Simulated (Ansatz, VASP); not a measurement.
# One calculation of ZnO, two programs

```xyz
4
Lattice="3.2354 0.0000 0.0000 -1.6177 2.8019 0.0000 0.0000 0.0000 5.2112" Properties=species:S:1:pos:R:3 pbc="T T T"
Zn    0.0000    1.8679    0.0088
Zn    1.6177    0.9340    2.6144
O     0.0000    1.8679    1.9871
O     1.6177    0.9340    4.5927
```

Alike in both runs: functional r2SCAN; k mesh 9 × 9 × 6; occupations gaussian, width 0.02 eV; no spin polarisation.

Ansatz relaxed the structure, and its values are those at the end. VASP's run is a single point on that final structure, the one shown.

|  | VASP | Ansatz |
| --- | --- | --- |
| version | VASP 6.6.1 | Ansatz 0.2.0 |
| potentials or method | VASP PAW PBE potentials, release 64 (Zn, O_h), cutoff 910 eV | scalar-relativistic, plane waves, PAW |
| valence electrons in the cell | 36 | 36 |

|  | VASP | Ansatz | Ansatz less VASP |
| --- | --- | --- | --- |
| gap on the k mesh at the Fermi level (eV) | 1.24 | 1.23 | -0.002 |
| least direct gap on the mesh (eV) | 1.24 | 1.23 | -0.002 |

VASP's potentials were made for PBE, not for r2SCAN.

Noted on VASP's run: the cutoff is under 1.25 times that of the potentials, so the pressure is a little rough.
